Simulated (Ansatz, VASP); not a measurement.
## CdSe in VASP and in Ansatz

```
Cd Se
1.0
     0.09211    3.11633    3.11633
     3.11633    0.09211    3.11633
     3.11633    3.11633    0.09211
Cd Se
1 1
Direct
  0.00000 0.00000 0.00000
  0.25000 0.25000 0.25000
```

Change from the starting cell: equal xy, yz and zx shear strains of +3 %, PAW files.

Alike in both runs: task electric field gradients; functional PBE; k mesh 8 × 8 × 8; occupations fermi-dirac, width 0.03 eV; no spin polarisation.

|  | VASP | Ansatz |
| --- | --- | --- |
| version | VASP 6.6.1 | Ansatz 0.2.0 |
| potentials or method | VASP PAW PBE potentials, release 64 (Cd, Se) | PAW with Ansatz's default frozen-core files, scalar-relativistic |
| plane-wave cutoff (eV) | 400 | 420 |
| valence electrons in the cell | 18 | 36 |

```csv
,VASP,Ansatz,Ansatz less VASP
pressure (GPa),1.4,1.5,+0.09
"traceless stress, the component that is largest in VASP (GPa)",-1.20,-1.17,+0.028
rms of the force components (eV/Å),0.155,0.148,-0.0069
size of Vzz on the site where it differs most (V/Å²),31.1,28.6,-2.51
```

Atom by atom the forces differ by 0.007 eV/Å (rms over components). With one functional, cell and mesh, what is left measures potentials, basis and numerics. VASP's potentials hold 18 valence electrons a cell and Ansatz's 36, so a difference there can come from the potentials and not from the codes.
